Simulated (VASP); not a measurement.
Set up this calculation in VASP 6.6.1, as the native input.

```
Task                   : single point
Functional             : PBE
Potentials or basis    : VASP PAW PBE potentials, release 64 (Se)
Cutoff                 : 520 eV
k mesh                 : 18 × 18 × 18
Occupations            : gaussian, width 0.05 eV
Spin                   : no spin polarisation
Dipole correction      : no
Further INCAR settings : ALGO = Normal; EDIFF = 1e-07; NBANDS = 9
```

The structure of Se lies in POSCAR:

```
Se
1.0
   -1.7421308792      1.7421308792      1.7421308792
    1.7421308792     -1.7421308792      1.7421308792
    1.7421308792      1.7421308792     -1.7421308792
Se
1
Direct
    0.0000000000      0.0000000000      0.0000000000
```

This isn't the form of Se at room conditions, which is trigonal, of chains.

These files were run (other wordings do the same):

INCAR

```
PREC = Accurate
ENCUT = 520
EDIFF = 1E-7
ISMEAR = 0
SIGMA = 0.05
LREAL = F
LASPH = T
NELM = 100
ALGO = Normal
ISIF = 2
LWAVE = F
LCHARG = F
GGA = PE
NBANDS = 9
```

KPOINTS

```
regular mesh
0
Gamma
  18 18 18
```

Potentials or basis: VASP PAW PBE potentials, release 64 (Se).

Command:

```bash
$ cat potpaw_PBE.64/Se/POTCAR > POTCAR
$ mpirun -np 1 vasp_std > vasp.out
```

Results of the run:

```json
{
 "Pressure": "-2.5 GPa",
 "Band gap on the k mesh": "zero (bands 3 and 4 overlap by 5.83 eV)"
}
```

It took 12 s on 1 thread of Intel(R) Xeon(R) Platinum 8488C (Sapphire Rapids), on a shared host, peak memory 0.16 GiB.
